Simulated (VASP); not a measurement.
# TePb (F-43m) in VASP: single point with HSE06

Aim: the single point of TePb with HSE06.

Program: VASP 6.6.1. These are calculated values, not measurements. Logs are shortened: lines on timing, memory, paths and dates and some standing lists are left out, and cuts for length are marked.

**1. The cell of the first run**

The structure is cubic, space group F-43m (No. 216). The conventional cell has a = 7.283 Å, b = 7.283 Å, c = 7.283 Å, α = 90.00°, β = 90.00°, γ = 90.00°. Within 4.1 Å of Pb (site symmetry -43m) lie 4 Te at 3.15 Å. Within 4.1 Å of Te (site symmetry -43m) lie 4 Pb at 3.15 Å.

**2. Single point, HSE06**

POSCAR

```
TePb
1.0
    0.0000000000      3.6414940692      3.6414940692
    3.6414940692      0.0000000000      3.6414940692
    3.6414940692      3.6414940692      0.0000000000
Pb Te
1 1
Direct
    0.0000000000      0.0000000000      0.0000000000
    0.2500000000      0.2500000000      0.2500000000
```

INCAR.step1

```
  PREC = Accurate
  ENCUT = 520
  EDIFF = 1E-5
  ISMEAR = -1
  SIGMA = 0.001
  LREAL = False
  LASPH = True
  NELM = 60
  ALGO = Normal
  ISIF = 2
  LWAVE = True
  LCHARG = False
  GGA = PE
  NBANDS = 17
```

INCAR.step2

```
  PREC = Accurate
  ENCUT = 520
  EDIFF = 1E-6
  ISMEAR = -1
  SIGMA = 0.001
  LREAL = False
  LASPH = True
  NELM = 60
  ALGO = Normal
  ISIF = 2
  LWAVE = False
  LCHARG = False
  GGA = PE
  LHFCALC = True
  HFSCREEN = 0.2079
  PRECFOCK = Normal
  ISTART = 1
  NBANDS = 17
```

KPOINTS

```
regular mesh
0
Gamma
  4 4 4
```

Potentials or basis: VASP PAW PBE potentials, release 64 (Pb_d, Te).

On the command line:

```bash
> cat potpaw_PBE.64/Pb_d/POTCAR potpaw_PBE.64/Te/POTCAR > POTCAR
> cp INCAR.step1 INCAR
> mpirun -np 1 vasp_std > vasp.out
> cp INCAR.step2 INCAR
> mpirun -np 1 vasp_std > vasp.out
```

OUTCAR:

```text
PREC = Accurate
   ENCUT = 520
   EDIFF = 1E-6
   ISMEAR = -1
   LREAL = False
   LASPH = True
   NELM = 60
   ISIF = 2
   GGA = PE
   LHFCALC = True
   HFSCREEN = 0.2079
   PRECFOCK = Normal
   ISTART = 1

 ion  position               nearest neighbor table
   1  0.000  0.000  0.000-   2 3.15   2 3.15   2 3.15   2 3.15
   2  0.250  0.250  0.250-   1 3.15   1 3.15   1 3.15   1 3.15

  LATTYP: Found a face centered cubic cell.
 ALAT       =     7.2829881384

  Lattice vectors:

 A1 = (   0.0000000000,   3.6414940692,   3.6414940692)
 A2 = (   3.6414940692,   0.0000000000,   3.6414940692)
 A3 = (   3.6414940692,   3.6414940692,   0.0000000000)

Analysis of symmetry for initial positions (statically):
=====================================================================
 Subroutine PRICEL returns:
 Original cell was already a primitive cell.

 Routine SETGRP: Setting up the symmetry group for a
 face centered cubic supercell.

 Subroutine GETGRP returns: Found 24 space group operations
 (whereof 24 operations were pure point group operations)
 out of a pool of 48 trial point group operations.

The static configuration has the point symmetry T_d .

Analysis of symmetry for dynamics (positions and initial velocities):
=====================================================================
 Subroutine PRICEL returns:
 Original cell was already a primitive cell.

 Routine SETGRP: Setting up the symmetry group for a
 face centered cubic supercell.

 Subroutine GETGRP returns: Found 24 space group operations
 (whereof 24 operations were pure point group operations)
 out of a pool of 48 trial point group operations.

The dynamic configuration has the point symmetry T_d .

 Subroutine INISYM returns: Found 24 space group operations
 (whereof 24 operations are pure point group operations),
 and found     1 'primitive' translations

----------------------------------------------------------------------------------------

                                     Primitive cell

  volume of cell :      96.5759

  direct lattice vectors                    reciprocal lattice vectors
     0.000000000  3.641494069  3.641494069    -0.137306279  0.137306279  0.137306279
     3.641494069  0.000000000  3.641494069     0.137306279 -0.137306279  0.137306279
     3.641494069  3.641494069  0.000000000     0.137306279  0.137306279 -0.137306279

  length of vectors
     5.149850300  5.149850300  5.149850300     0.237821451  0.237821451  0.237821451

  position of ions in fractional coordinates (direct lattice)
     0.000000000  0.000000000  0.000000000
     0.250000000  0.250000000  0.250000000

  ion indices of the primitive-cell ions
   primitive index   ion index
                 1           1
                 2           2

----------------------------------------------------------------------------------------

 KPOINTS: regular mesh

Automatic generation of k-mesh.
 Grid dimensions read from file:
 generate k-points for:    4    4    4

 Generating k-lattice:

  Cartesian coordinates                     Fractional coordinates (reciprocal lattice)
    -0.034326570  0.034326570  0.034326570     0.250000000  0.000000000  0.000000000
     0.034326570 -0.034326570  0.034326570     0.000000000  0.250000000  0.000000000
     0.034326570  0.034326570 -0.034326570     0.000000000  0.000000000  0.250000000

  Length of vectors
     0.059455363  0.059455363  0.059455363

  Shift w.r.t. Gamma in fractional coordinates (k-lattice)
     0.000000000  0.000000000  0.000000000

 Subroutine IBZKPT returns following result:
 ===========================================

 Found      8 irreducible k-points:

 Following reciprocal coordinates:
            Coordinates               Weight
  0.000000  0.000000  0.000000      1.000000
  0.250000  0.000000  0.000000      8.000000
  0.500000  0.000000  0.000000      4.000000
  0.250000  0.250000  0.000000      6.000000
  0.500000  0.250000  0.000000     24.000000
 -0.250000  0.250000  0.000000     12.000000
  0.500000  0.500000  0.000000      3.000000
 -0.250000  0.500000  0.250000      6.000000
   k-points           NKPTS =      8   k-points in BZ     NKDIM =     64   number of bands    NBANDS=     17
   number of dos      NEDOS =    301   number of ions     NIONS =      2
   total plane-waves  NPLWV =  64000
   dimension x,y,z NGX =    40 NGY =   40 NGZ =   40
   dimension x,y,z NGXF=    80 NGYF=   80 NGZF=   80
   ions per type =               1   1
   NGX,Y,Z   is equivalent  to a cutoff of  12.91, 12.91, 12.91 a.u.
   NGXF,Y,Z  is equivalent  to a cutoff of  25.83, 25.83, 25.83 a.u.
 SYSTEM =  unknown system
   PREC   = accura    normal or accurate (medium, high low for compatibility)
   ISTART =      1    job   : 0-new  1-cont  2-samecut
   ICHARG =      0    charge: 1-file 2-atom 10-const
   ISPIN  =      1    spin polarized calculation?
   LNONCOLLINEAR =      F non collinear calculations
   LSORBIT =      F    spin-orbit coupling
   LASPH  =      T    aspherical Exc in radial PAW
   ENCUT  =  520.0 eV  38.22 Ry    6.18 a.u.   9.58  9.58  9.58*2*pi/ulx,y,z
   NELM   =     60;   NELMIN=  2; NELMDL=  0     # of ELM steps
   EDIFF  = 0.1E-05   stopping-criterion for ELM
   LREAL  =      F    real-space projection
   EDIFFG = 0.1E-04   stopping-criterion for IOM
   NSW    =      0    number of steps for IOM
   IBRION =     -1    ionic relax: 0-MD 1-quasi-New 2-CG
   NFREE  =      0    steps in history (QN), initial steepest desc. (CG)
   ISIF   =      2    stress and relaxation
   ISYM   =      3    0-nonsym 1-usesym 2-fastsym
   POTIM  = 0.5000    time-step for ionic-motion
   TEBEG  =    0.0;   TEEND  =   0.0 temperature during run
   PSTRESS=    0.0 pullay stress
   NELECT =      20.0000    total number of electrons
   NUPDOWN=      -1.0000    fix difference up-down
   EMIN   =  10.00;   EMAX   =-10.00  energy-range for DOS
   EFERMI =   0.00;   METHOD = LEGACY
   ISMEAR =    -1;   SIGMA  =   0.00  broadening in eV -4-tet -1-fermi 0-gaus
   EFERMI_NEDOS =   21; number of points for ismear=-14 and -15
   IALGO  =     38    algorithm
   IMIX   =      1    mixing-type and parameters
     AMIX     =   0.40;   BMIX     =  1.00
     AMIX_MAG =   1.60;   BMIX_MAG =  1.00
  volume/ion in A,a.u.               =      48.29       325.86
  Fermi-wavevector in a.u.,A,eV,Ry     =   0.968565  1.830322 12.763860  0.938117
  Thomas-Fermi vector in A             =   2.098544
   LORBIT       =      0    0 simple, 1 ext, 2 COOP (PROOUT), +10 PAW based schemes
   GGA     = PE    functional components
   LHFCALC =     T    Hartree Fock is set to
   PRECFOCK=normal    Normal, Fast or Accurate (Low or Medium for compatibility)
   ENCUT4O =  -1.0   cutoff for four orbital integrals eV
   NKREDX  =     1    reduce k-point grid by
   NKREDY  =     1    reduce k-point grid by
   NKREDZ  =     1    reduce k-point grid by
   AEXX    =    0.2500 exact exchange contribution
   HFSCREEN=    0.2079 screening length (either q_TF or 0.3 A-1)
   HFSCREENC=   0.2079 screening length for correlation (either q_TF or 0.3 A-1)
   ENCUTFOCK=  -1.0 apply spherical cutoff to Coloumb kernel
   IVDW    =     0    specifies the selected vdW correction
   LEPSILON=     F    determine dielectric tensor
   LRPA    =     F    only Hartree local field effects (RPA)
 non-spin polarized calculation
  energy-cutoff  :      520.00
  volume of cell :       96.58
 maximum number of plane-waves:      2637
 NGX is ok and might be reduce to    40
  NGX = 30; NGY = 30; NGZ = 30

 number of electron      20.0000000 magnetization

 Free energy of the ion-electron system (eV)
  ---------------------------------------------------
  ext. energy  EPLUGINS =         0.00000000
  ---------------------------------------------------
  free energy    TOTEN  =        -8.53550394 eV

  energy without entropy =       -8.53550394  energy(sigma->0) =       -8.53550394

 E-fermi :   2.5434     XC(G=0):  -6.2809

 val. band max:        2.5204848797   @ k =  -0.2500   0.5000   0.2500
 cond. band min:       3.4804887590   @ k =   0.5000   0.5000   0.0000
 fundamental gap:      0.9600038794
 Fermi energy:         2.5434405739

 k-point     1 :       0.0000    0.0000    0.0000
  band No.  band energies     occupation
      1     -16.2526      2.00000
      2     -16.2526      2.00000
      3     -16.2526      2.00000
      4     -16.2240      2.00000
      5     -16.2240      2.00000
      6     -10.0165      2.00000
[... 9 lines left out ...]
     16      10.2391      0.00000
     17      11.1146      0.00000

 k-point     2 :       0.2500    0.0000    0.0000
  band No.  band energies     occupation
      1     -16.2567      2.00000
      2     -16.2498      2.00000
      3     -16.2498      2.00000
      4     -16.2239      2.00000
      5     -16.2239      2.00000
      6      -9.6825      2.00000
[... 9 lines left out ...]
     16       9.5371      0.00000
     17      10.6037      0.00000

 k-point     3 :       0.5000    0.0000    0.0000
  band No.  band energies     occupation
      1     -16.2609      2.00000
      2     -16.2474      2.00000
      3     -16.2474      2.00000
      4     -16.2234      2.00000
      5     -16.2234      2.00000
      6      -9.2260      2.00000
[... 9 lines left out ...]
     16      10.5488      0.00000
     17      10.5488      0.00000

 k-point     4 :       0.2500    0.2500    0.0000
  band No.  band energies     occupation
      1     -16.2615      2.00000
      2     -16.2468      2.00000
      3     -16.2468      2.00000
      4     -16.2257      2.00000
      5     -16.2226      2.00000
      6      -9.5579      2.00000
[... 9 lines left out ...]
     16      10.7957      0.00000
     17      12.4164      0.00000

 k-point     5 :       0.5000    0.2500    0.0000
  band No.  band energies     occupation
      1     -16.2650      2.00000
      2     -16.2446      2.00000
      3     -16.2441      2.00000
      4     -16.2256      2.00000
      5     -16.2225      2.00000
      6      -9.0551      2.00000
[... 9 lines left out ...]
     16      10.8338      0.00000
     17      11.4597      0.00000

 k-point     6 :      -0.2500    0.2500    0.0000
  band No.  band energies     occupation
      1     -16.2617      2.00000
      2     -16.2467      2.00000
      3     -16.2461      2.00000
      4     -16.2241      2.00000
      5     -16.2237      2.00000
      6      -9.2429      2.00000
[... 9 lines left out ...]
     16      10.4238      0.00000
     17      11.4765      0.00000

 k-point     7 :       0.5000    0.5000    0.0000
  band No.  band energies     occupation
      1     -16.2702      2.00000
      2     -16.2411      2.00000
      3     -16.2411      2.00000
      4     -16.2276      2.00000
      5     -16.2212      2.00000
      6      -8.8341      2.00000
[... 9 lines left out ...]
     16      11.8757      0.00000
     17      11.9163      0.00000

 k-point     8 :      -0.2500    0.5000    0.2500
  band No.  band energies     occupation
      1     -16.2665      2.00000
      2     -16.2450      2.00000
      3     -16.2414      2.00000
      4     -16.2257      2.00000
      5     -16.2228      2.00000
      6      -8.8293      2.00000
[... 9 lines left out ...]
     16      11.4438      0.00000
     17      11.6027      0.00000

------------------------ aborting loop because EDIFF is reached ----------------------------------------

  FORCE on cell =-STRESS in cart. coord.  units (eV):
  Direction    XX          YY          ZZ          XY          YZ          ZX
  --------------------------------------------------------------------------------------
  -------------------------------------------------------------------------------------
  Total       -0.0735393     -0.0735393     -0.0735393     -0.0000000      0.0000000      0.0000000
  in kB       -1.2200047     -1.2200047     -1.2200047     -0.0000000      0.0000000      0.0000000
  external PRESSURE =      -1.2200047 kB  Pullay stress =       0.0000000 kB

 VOLUME and BASIS-vectors are now :
 -----------------------------------------------------------------------------
  energy-cutoff  :      520.00
  volume of cell :       96.58
      direct lattice vectors                 reciprocal lattice vectors
     0.000000000  3.641494069  3.641494069    -0.137306279  0.137306279  0.137306279
     3.641494069  0.000000000  3.641494069     0.137306279 -0.137306279  0.137306279
     3.641494069  3.641494069  0.000000000     0.137306279  0.137306279 -0.137306279

 POSITION                                       TOTAL-FORCE (eV/Angst)
 -----------------------------------------------------------------------------------
      0.00000      0.00000      0.00000        -0.000000     -0.000000     -0.000000
      1.82075      1.82075      1.82075         0.000000      0.000000      0.000000
 -----------------------------------------------------------------------------------
    total drift:                               -0.000005      0.000007      0.000007

  FREE ENERGIE OF THE ION-ELECTRON SYSTEM (eV)
  ---------------------------------------------------
  free  energy   TOTEN  =        -8.5355039423 eV

  energy  without entropy=       -8.5355039423  energy(sigma->0) =       -8.53550394
```

It took 32 min on 1 thread of Intel Xeon 8259CL, shared host; peak memory 0.36 GiB.

What came out:

* Free energy: -8.5355 eV
* Pressure: -0.1 GPa
* Band gap on the k mesh: 0.96 eV (least direct gap 1.62 eV)

Caveat: the PAW data sets were made with another functional, which shifts forces and pressure a little; spin-orbit coupling is left out, which moves the levels of the heavy elements. A k mesh can miss the band edges.
